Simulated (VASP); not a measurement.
Runs of VASP 6.6.1 on Rh. The structure is that of space group Fm-3m (No. 225), or close to it. The cells are those of the table. 

```csv
task,potentials or basis,cell,k mesh,cutoff (eV),smearing,second run,gap on the mesh (eV),pressure (GPa)
single point,"VASP PAW PBE potentials, release 64 (Rh_pv)","a = 2.688 Å, angles 60.0°, 1 atom",14 × 14 × 14,520,methfessel-paxton 1 eV,-,none,1.7
single point,"VASP PAW PBE potentials, release 64 (Rh_pv)","a = 2.688 Å, angles 60.0°, 1 atom",14 × 14 × 14,520,methfessel-paxton 0.3 eV,-,none,0.7
single point,"VASP PAW PBE potentials, release 64 (Rh_sv_GW)","a = 2.688 Å, angles 60.0°, 1 atom",14 × 14 × 14,580,gaussian 0.03 eV,valence_matched,none,-2.0
single point,"VASP PAW PBE potentials, release 64 (Rh_pv)","a = 2.688 Å, angles 60.0°, 1 atom",14 × 14 × 14,520,methfessel-paxton 0.01 eV,-,none,(a)
single point,"VASP PAW PBE potentials, release 64 (Rh_pv)","a = 2.688 Å, angles 60.0°, 1 atom",23 × 23 × 23,520,fermi-dirac 0.1 eV,-,none,1.2
relaxation of cell and atoms,"VASP PAW PBE potentials, release 64 (Rh_pv)","relaxed from a = 2.689 Å, angles 60.0°, 1 atom",14 × 14 × 14,600,fermi-dirac 0.1 eV,-,none,0.0
single point,"VASP PAW PBE potentials, release 64 (Rh_pv)","a = 2.688 Å, angles 60.0°, 1 atom",9 × 9 × 9,520,fermi-dirac 0.1 eV,-,none,1.3
single point,"VASP PAW PBE potentials, release 64 (Rh_pv)","a = 2.688 Å, angles 60.0°, 1 atom",14 × 14 × 14,520,methfessel-paxton 0.1 eV,-,none,(b)
```

Alike in all rows: level r2SCAN; no spin polarisation.

Fill in the values left out.

(a) 0.8; (b) 0.9.

Caveats: the PAW data sets were made with another functional, which shifts forces and pressure a little.

A k mesh can miss the band edges, and the runs leave out spin-orbit coupling on Rh.

A gap of «none» marks levels without a gap at the run's occupations.

The runs don't all hold the same shells in valence.
